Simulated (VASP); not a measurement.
Input of a VASP 6.6.1 run:

INCAR

```
PREC = Accurate
ENCUT = 520
EDIFF = 1E-6
ISMEAR = 0
SIGMA = 0.1
LREAL = F
LASPH = T
NELM = 150
ALGO = Normal
ISIF = 2
LWAVE = F
LCHARG = F
ISPIN = 2
MAGMOM = 0 0 0 0 0 1 0 0 0 0
LORBIT = 11
LMAXMIX = 4
GGA = PE
NBANDS = 44
```

The input KPOINTS:

```
Automatic mesh
0
Gamma
  4 4 4
```

POSCAR

```
ZnAuC4N4
1.0
    5.8826218900      0.0000000000      0.0000000000
    0.0000000000      5.8826218900      0.0000000000
    0.0000000000      0.0000000000      5.8826218900
Zn C Au N
1 4 1 4
Direct
    0.0000000000      0.0000000000      0.0000000000
    0.1881440800      0.1881440800      0.1881440800
    0.1881440800      0.8118559200      0.8118559200
    0.8118559200      0.1881440800      0.8118559200
    0.8118559200      0.8118559200      0.1881440800
    0.5000000000      0.5000000000      0.5000000000
    0.3029738000      0.3029738000      0.3029738000
    0.3029738000      0.6970262000      0.6970262000
    0.6970262000      0.3029738000      0.6970262000
    0.6970262000      0.6970262000      0.3029738000
```

Potentials or basis: VASP PAW PBE potentials, release 64 (Zn, C, Au, N).

Launch:

```console
$ cat potpaw_PBE.64/Zn/POTCAR potpaw_PBE.64/C/POTCAR potpaw_PBE.64/Au/POTCAR potpaw_PBE.64/N/POTCAR > POTCAR
$ mpirun -np 1 vasp_std > vasp.out
```

(1) Predict the band gap on the k mesh.

(2) Predict the site moments.

(3) Predict the net moment.

## Answers

(1) zero (filled and empty bands overlap).

(2) Zn +0.03; C +0.03; Au +0.49; N +0.05 μB.

(3) 0.99 μB per cell.

Caveat: spin-orbit coupling is left out, which moves the levels of the heavy elements; forces of over 1 eV/Å act on the atoms, so gaps and moduli don't describe the material at rest.
